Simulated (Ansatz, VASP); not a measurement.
## One calculation of B, two programs

```
B
1.0
    -1.19087    1.19087    1.19087
     1.19087   -1.19087    1.19087
     1.19087    1.19087   -1.19087
B
1
Direct
  0.00000 0.00000 0.00000
```

Alike in both runs: task single point; functional RPBE; k mesh 31 × 31 × 31; occupations fermi-dirac, width 0.1 eV; no spin polarisation.

```csv
,VASP,Ansatz
version,VASP 6.6.1,Ansatz 0.2.0
potentials or method,"VASP PAW PBE potentials, release 64 (B), cutoff 520 eV","plane waves (420 eV) with PAW, scalar-relativistic"
valence electrons in the cell,3,3
```

```csv
,VASP,Ansatz,Ansatz less VASP
pressure (GPa),-13.9,-13.6,+0.29
```

VASP's potentials were made for PBE, not for RPBE. The functional is the same, so the differences come from potentials, cutoffs and numerics.
